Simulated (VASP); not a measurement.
# Ti2C5 (P6/mmm) in VASP: a series of runs

The runs below take Ti2C5 through single point, with PBE.

All numbers are computed with VASP 6.6.1; they aren't measurements. Logs are shortened: lines on timing, memory, paths and dates and some standing lists are left out, and cuts for length are marked.

## Step 1: The cell of the first run

The structure is hexagonal, space group P6/mmm (No. 191). Conventional cell: a = 3.514 Å, b = 3.514 Å, c = 6.750 Å, α = 90.00°, β = 90.00°, γ = 120.00°. Ti (site symmetry 6mm) has 7 C at 1.88 to 2.32 Å within 2.5 Å. Within 2.2 Å of C (site symmetry 3m) lie 7 C at 1.52 to 2.17 Å. C (site symmetry 6/mmm) has 2 Ti at 1.88 Å and 12 C at 2.17 Å within 2.5 Å.

The cell was generated, and may not be a known phase.

## Step 2: Single point, PBE

File INCAR:

```
SYSTEM = Ti2C5
PREC = Accurate
ENCUT = 600
EDIFF = 1E-6
ISMEAR = 0
SIGMA = 0.2
LREAL = .FALSE.
LASPH = .TRUE.
NELM = 120
ALGO = Normal
ISIF = 2
LWAVE = .FALSE.
LCHARG = .FALSE.
GGA = PE
NBANDS = 31
GGA_COMPAT = .FALSE.
```

File KPOINTS:

```
regular mesh
0
G
  5 5 2
  0 0 0
```

File POSCAR:

```
Ti2C5
1.0
    3.5143368398      0.0000000000      0.0000000000
   -1.7571684199      3.0435049807      0.0000000000
    0.0000000000      0.0000000000      6.7497497030
Ti C
2 5
Direct
    0.0000000000      0.0000000000      0.7782522087
    0.0000000000      0.0000000000      0.2217477913
    0.3333333333      0.6666666667      0.6126056946
    0.6666666667      0.3333333333      0.6126056946
    0.6666666667      0.3333333333      0.3873943054
    0.3333333333      0.6666666667      0.3873943054
    0.0000000000      0.0000000000      0.5000000000
```

Potentials or basis: VASP PAW PBE potentials, release 64 (Ti_sv, C).

The run is started by

```console
> cat potpaw_PBE.64/Ti_sv/POTCAR potpaw_PBE.64/C/POTCAR > POTCAR
> mpirun -np 1 vasp_std > vasp.out
```

OUTCAR:

```text
SYSTEM = Ti2C5
   PREC = Accurate
   ENCUT = 600
   EDIFF = 1E-6
   ISMEAR = 0
   LREAL = .FALSE.
   LASPH = .TRUE.
   NELM = 120
   ISIF = 2
   GGA = PE

 ion  position               nearest neighbor table
   1  0.000  0.000  0.778-   7 1.88   4 2.32   3 2.32   3 2.32   4 2.32   4 2.32   3 2.32
   2  0.000  0.000  0.222-   7 1.88   6 2.32   5 2.32   6 2.32   5 2.32   5 2.32   6 2.32
   3  0.333  0.667  0.613-   6 1.52   4 2.03   4 2.03   4 2.03   1 2.32   1 2.32   1 2.32
   4  0.667  0.333  0.613-   5 1.52   3 2.03   3 2.03   3 2.03   1 2.32   1 2.32   1 2.32
   5  0.667  0.333  0.387-   4 1.52   6 2.03   6 2.03   6 2.03   2 2.32   2 2.32   2 2.32
   6  0.333  0.667  0.387-   3 1.52   5 2.03   5 2.03   5 2.03   2 2.32   2 2.32   2 2.32
   7  0.000  0.000  0.500-   1 1.88   2 1.88

  LATTYP: Found a hexagonal cell.
 ALAT       =     3.5143368398
 C/A-ratio  =     1.9206325434

  Lattice vectors:

 A1 = (   3.5143368398,   0.0000000000,   0.0000000000)
 A2 = (  -1.7571684199,   3.0435049807,   0.0000000000)
 A3 = (   0.0000000000,   0.0000000000,   6.7497497030)

Analysis of symmetry for initial positions (statically):
=====================================================================
 Subroutine PRICEL returns:
 Original cell was already a primitive cell.

 Routine SETGRP: Setting up the symmetry group for a
 hexagonal supercell.

 Subroutine GETGRP returns: Found 24 space group operations
 (whereof 24 operations were pure point group operations)
 out of a pool of 24 trial point group operations.

The static configuration has the point symmetry D_6h.

Analysis of symmetry for dynamics (positions and initial velocities):
=====================================================================
 Subroutine PRICEL returns:
 Original cell was already a primitive cell.

 Routine SETGRP: Setting up the symmetry group for a
 hexagonal supercell.

 Subroutine GETGRP returns: Found 24 space group operations
 (whereof 24 operations were pure point group operations)
 out of a pool of 24 trial point group operations.

The dynamic configuration has the point symmetry D_6h.

 Subroutine INISYM returns: Found 24 space group operations
 (whereof 24 operations are pure point group operations),
 and found     1 'primitive' translations

----------------------------------------------------------------------------------------

                                     Primitive cell

  volume of cell :      72.1947

  direct lattice vectors                    reciprocal lattice vectors
     3.514336840  0.000000000  0.000000000     0.284548706  0.164284272  0.000000000
    -1.757168420  3.043504981  0.000000000     0.000000000  0.328568544  0.000000000
     0.000000000  0.000000000  6.749749703     0.000000000  0.000000000  0.148153642

  length of vectors
     3.514336840  3.514336840  6.749749703     0.328568544  0.328568544  0.148153642

  position of ions in fractional coordinates (direct lattice)
     0.000000000  0.000000000  0.778252209
     0.000000000  0.000000000  0.221747791
     0.333333333  0.666666667  0.612605695
     0.666666667  0.333333333  0.612605695
     0.666666667  0.333333333  0.387394305
     0.333333333  0.666666667  0.387394305
     0.000000000  0.000000000  0.500000000

  ion indices of the primitive-cell ions
   primitive index   ion index
                 1           1
                 2           2
                 3           3
                 4           4
                 5           5
                 6           6
                 7           7

----------------------------------------------------------------------------------------

 KPOINTS: regular mesh

Automatic generation of k-mesh.
 Grid dimensions read from file:
 generate k-points for:    5    5    2

 Generating k-lattice:

  Cartesian coordinates                     Fractional coordinates (reciprocal lattice)
     0.056909741  0.032856854  0.000000000     0.200000000  0.000000000  0.000000000
     0.000000000  0.065713709  0.000000000     0.000000000  0.200000000  0.000000000
     0.000000000  0.000000000  0.074076821     0.000000000  0.000000000  0.500000000

  Length of vectors
     0.065713709  0.065713709  0.074076821

  Shift w.r.t. Gamma in fractional coordinates (k-lattice)
     0.000000000  0.000000000  0.000000000

 Subroutine IBZKPT returns following result:
 ===========================================

 Found     10 irreducible k-points:

 Following reciprocal coordinates:
            Coordinates               Weight
  0.000000  0.000000  0.000000      1.000000
  0.200000 -0.000000  0.000000      6.000000
  0.400000  0.000000  0.000000      6.000000
  0.200000  0.200000  0.000000      6.000000
  0.400000  0.200000  0.000000      6.000000
  0.000000  0.000000  0.500000      1.000000
  0.200000 -0.000000  0.500000      6.000000
  0.400000  0.000000  0.500000      6.000000
  0.200000  0.200000  0.500000      6.000000
  0.400000  0.200000  0.500000      6.000000
   k-points           NKPTS =     10   k-points in BZ     NKDIM =     10   number of bands    NBANDS=     31
   number of dos      NEDOS =    301   number of ions     NIONS =      7
   total plane-waves  NPLWV =  42336
   dimension x,y,z NGX =    28 NGY =   28 NGZ =   54
   dimension x,y,z NGXF=    56 NGYF=   56 NGZF=  108
   ions per type =               2   5
   NGX,Y,Z   is equivalent  to a cutoff of  13.25, 13.25, 13.30 a.u.
   NGXF,Y,Z  is equivalent  to a cutoff of  26.49, 26.49, 26.60 a.u.
 SYSTEM =  Ti2C5
   PREC   = accura    normal or accurate (medium, high low for compatibility)
   ISTART =      0    job   : 0-new  1-cont  2-samecut
   ICHARG =      2    charge: 1-file 2-atom 10-const
   ISPIN  =      1    spin polarized calculation?
   LNONCOLLINEAR =      F non collinear calculations
   LSORBIT =      F    spin-orbit coupling
   LASPH  =      T    aspherical Exc in radial PAW
   ENCUT  =  600.0 eV  44.10 Ry    6.64 a.u.   7.02  7.02 13.48*2*pi/ulx,y,z
   NELM   =    120;   NELMIN=  2; NELMDL= -5     # of ELM steps
   EDIFF  = 0.1E-05   stopping-criterion for ELM
   LREAL  =      F    real-space projection
[... 7 lines left out ...]
   TEBEG  =    0.0;   TEEND  =   0.0 temperature during run
   PSTRESS=    0.0 pullay stress
   NELECT =      44.0000    total number of electrons
   NUPDOWN=      -1.0000    fix difference up-down
   EMIN   =  10.00;   EMAX   =-10.00  energy-range for DOS
   EFERMI =   0.00;   METHOD = LEGACY
   ISMEAR =     0;   SIGMA  =   0.20  broadening in eV -4-tet -1-fermi 0-gaus
   EFERMI_NEDOS =   21; number of points for ismear=-14 and -15
   IALGO  =     38    algorithm
   IMIX   =      4    mixing-type and parameters
     AMIX     =   0.40;   BMIX     =  1.00
     AMIX_MAG =   1.60;   BMIX_MAG =  1.00
  volume/ion in A,a.u.               =      10.31        69.60
  Fermi-wavevector in a.u.,A,eV,Ry     =   1.388004  2.622947 26.212371  1.926555
  Thomas-Fermi vector in A             =   2.512171
   LORBIT       =      0    0 simple, 1 ext, 2 COOP (PROOUT), +10 PAW based schemes
   GGA     = PE    functional components
   LHFCALC =     F    Hartree Fock is set to
   AEXX    =    0.0000 exact exchange contribution
   IVDW    =     0    specifies the selected vdW correction
   LEPSILON=     F    determine dielectric tensor
   LRPA    =     F    only Hartree local field effects (RPA)
 non-spin polarized calculation
 Gauss-broadening in eV      SIGMA  =   0.20
  energy-cutoff  :      600.00
  volume of cell :       72.19
 maximum number of plane-waves:      2427
 NGX is ok and might be reduce to    28
   NGX = 13   NGY = 13   NGZ = 27

 number of electron      44.0000006 magnetization

 Free energy of the ion-electron system (eV)
  ---------------------------------------------------
  ext. energy  EPLUGINS =         0.00000000
  ---------------------------------------------------
  free energy    TOTEN  =       -50.28842768 eV

  energy without entropy =      -50.22359127  energy(sigma->0) =      -50.25600947

 E-fermi :   7.8195     XC(G=0): -11.5301

 val. band max:        7.7967315138   @ k =   0.0000   0.0000   0.0000
 cond. band min:       7.8299088531   @ k =   0.4000   0.0000   0.5000
 fundamental gap:      0.0331773393
 Fermi energy:         7.8194662476

 k-point     1 :       0.0000    0.0000    0.0000
  band No.  band energies     occupation
      1     -49.2752      2.00000
      2     -49.2610      2.00000
      3     -25.6786      2.00000
      4     -25.5727      2.00000
      5     -25.5727      2.00000
      6     -25.5569      2.00000
[... 23 lines left out ...]
     30      10.8533      0.00000
     31      11.0959      0.00000

 k-point     2 :       0.2000   -0.0000    0.0000
  band No.  band energies     occupation
      1     -49.2723      2.00000
      2     -49.2581      2.00000
      3     -25.6709      2.00000
      4     -25.6080      2.00000
      5     -25.5924      2.00000
      6     -25.5813      2.00000
[... 23 lines left out ...]
     30      10.8357      0.00000
     31      11.2443      0.00000

 k-point     3 :       0.4000    0.0000    0.0000
  band No.  band energies     occupation
      1     -49.2675      2.00000
      2     -49.2535      2.00000
      3     -25.6709      2.00000
      4     -25.6522      2.00000
      5     -25.6473      2.00000
      6     -25.5951      2.00000
[... 23 lines left out ...]
     30      10.9113      0.00000
     31      11.0082      0.00000

 k-point     4 :       0.2000    0.2000    0.0000
  band No.  band energies     occupation
      1     -49.2684      2.00000
      2     -49.2543      2.00000
      3     -25.6629      2.00000
      4     -25.6422      2.00000
      5     -25.6279      2.00000
      6     -25.6022      2.00000
[... 159 lines left out ...]
     30      11.0761      0.00000
     31      11.4818      0.00000

 k-point     9 :       0.2000    0.2000    0.5000
  band No.  band energies     occupation
      1     -49.2680      2.00000
      2     -49.2547      2.00000
      3     -25.6439      2.00000
      4     -25.6351      2.00000
      5     -25.6264      2.00000
      6     -25.5974      2.00000
[... 23 lines left out ...]
     30      10.8005      0.00000
     31      10.9900      0.00000

 k-point    10 :       0.4000    0.2000    0.5000
  band No.  band energies     occupation
      1     -49.2656      2.00000
      2     -49.2524      2.00000
      3     -25.6587      2.00000
      4     -25.6517      2.00000
      5     -25.6242      2.00000
      6     -25.6148      2.00000
[... 23 lines left out ...]
     30      11.5500      0.00000
     31      11.8567      0.00000

------------------------ aborting loop because EDIFF is reached ----------------------------------------

  FORCE on cell =-STRESS in cart. coord.  units (eV):
  Direction    XX          YY          ZZ          XY          YZ          ZX
  --------------------------------------------------------------------------------------
  -------------------------------------------------------------------------------------
  Total       -0.1066243     -0.1066243      0.2592548      0.0000000     -0.0000000      0.0000000
  in kB       -2.3662556     -2.3662556      5.7535033      0.0000000     -0.0000000      0.0000000
  external PRESSURE =       0.3403307 kB  Pullay stress =       0.0000000 kB

 VOLUME and BASIS-vectors are now :
 -----------------------------------------------------------------------------
  energy-cutoff  :      600.00
  volume of cell :       72.19
      direct lattice vectors                 reciprocal lattice vectors
     3.514336840  0.000000000  0.000000000     0.284548706  0.164284272  0.000000000
    -1.757168420  3.043504981  0.000000000     0.000000000  0.328568544  0.000000000
     0.000000000  0.000000000  6.749749703     0.000000000  0.000000000  0.148153642

 POSITION                                       TOTAL-FORCE (eV/Angst)
 -----------------------------------------------------------------------------------
      0.00000      0.00000      5.25301        -0.000000      0.000000      0.041019
      0.00000      0.00000      1.49674        -0.000000      0.000000     -0.041019
     -0.00000      2.02900      4.13494        -0.000000      0.000000      0.030153
      1.75717      1.01450      4.13494        -0.000000      0.000000      0.030153
      1.75717      1.01450      2.61481         0.000000     -0.000000     -0.030153
     -0.00000      2.02900      2.61481         0.000000      0.000000     -0.030153
      0.00000      0.00000      3.37487        -0.000000      0.000000      0.000000
 -----------------------------------------------------------------------------------
    total drift:                                0.000000      0.000000      0.000000

  FREE ENERGIE OF THE ION-ELECTRON SYSTEM (eV)
  ---------------------------------------------------
  free  energy   TOTEN  =       -50.2884276753 eV

  energy  without entropy=      -50.2235912680  energy(sigma->0) =      -50.25600947
```

It took 27 s on 1 thread of AMD EPYC 7R13 (Zen 3), shared host; peak memory 0.16 GiB.

Results:

| Property | Result |
| --- | --- |
| Free energy | -50.2884 eV |
| Pressure | 0.0 GPa |
| Largest force | 0.041 eV/Å |
| Band gap on the k mesh | zero (bands 22 and 23 overlap by 0.85 eV) |

Forces on the atoms (eV/Å):
```
Ti   0.000  0.000  0.041
Ti   0.000  0.000 -0.041
C    0.000  0.000  0.030
C    0.000  0.000  0.030
C    0.000  0.000 -0.030
C    0.000  0.000 -0.030
C    0.000  0.000  0.000
```

Levels at points of the mesh, in eV from the Fermi level:
```
           k point  band 20  band 21  band 22  band 23  band 24  band 25
(0.00, 0.00, 0.00)    -3.17    -2.32    -1.33    -0.42    -0.02    -0.02
(0.00, 0.00, 0.50)    -3.21    -2.34    -2.17    -0.39    -0.32    -0.32
```

Caveat: the k points lie up to 0.47 Å⁻¹ apart, too coarse for converged energies and pressures of a metal.

## Step 3: Single point, PBE

This run uses another cell than the first one, of 12.84 Å³/atom.

File INCAR:

```
PREC = Accurate ; ENCUT = 600
EDIFF = 1E-6 ; ISMEAR = 0
SIGMA = 0.2 ; LREAL = F
LASPH = T ; NELM = 120
ALGO = Normal ; ISIF = 2
LWAVE = F ; LCHARG = T
GGA = PE ; LELF = T
LVHAR = T ; NBANDS = 31
GGA_COMPAT = F
```

File KPOINTS:

```
Automatic mesh
0
Gamma
  5 5 2
```

File POSCAR:

```
Ti2C5
1.0
    3.8966783089      0.0000000000      0.0000000000
   -1.9483391545      3.3746224059      0.0000000000
    0.0000000000      0.0000000000      6.8355471175
Ti C
2 5
Direct
    0.0000000000      0.0000000000      0.0000000000
    0.0000000000      0.0000000000      0.5000000000
    0.3333333333      0.6666666667      0.0000000000
    0.6666666667      0.3333333333      0.0000000000
    0.4999952588      0.0000000000      0.5000000000
    0.0000000000      0.4999952588      0.5000000000
    0.5000047412      0.5000047412      0.5000000000
```

Potentials or basis: VASP PAW PBE potentials, release 64 (Ti_sv, C).

The run is started by

```console
> cat potpaw_PBE.64/Ti_sv/POTCAR potpaw_PBE.64/C/POTCAR > POTCAR
> mpirun -np 1 vasp_std > vasp.out
```

Wall time 41 s (1 thread of AMD EPYC 7R13 (Zen 3), shared host); peak memory 0.2 GiB.

The run converged. Its results:

| Property | Result |
| --- | --- |
| Free energy | -46.2297 eV |
| Pressure | -0.2 GPa |
| Band gap on the k mesh | zero (bands 22 and 23 overlap by 1.52 eV) |

Stress tensor (GPa, compression positive):
```
-0.08  0.00  0.00
 0.00 -0.08  0.00
 0.00  0.00 -0.41
```

Levels at points of the mesh, in eV from the Fermi level:
```tsv
k point	band 18	band 19	band 20	band 21	band 22	band 23	band 24	band 25	band 26	band 27
(0.00, 0.00, 0.00)	-3.06	-3.06	-1.64	-0.59	1.10	1.10	1.86	1.86	1.89	1.89
(0.00, 0.00, 0.50)	-3.07	-3.07	-2.85	1.01	1.42	1.42	1.43	1.43	1.56	1.93
```

Caveat: the k points lie up to 0.46 Å⁻¹ apart, too coarse for converged energies and pressures of a metal.

The gap in the log of VASP goes by the Fermi energy; the results here count the filled bands.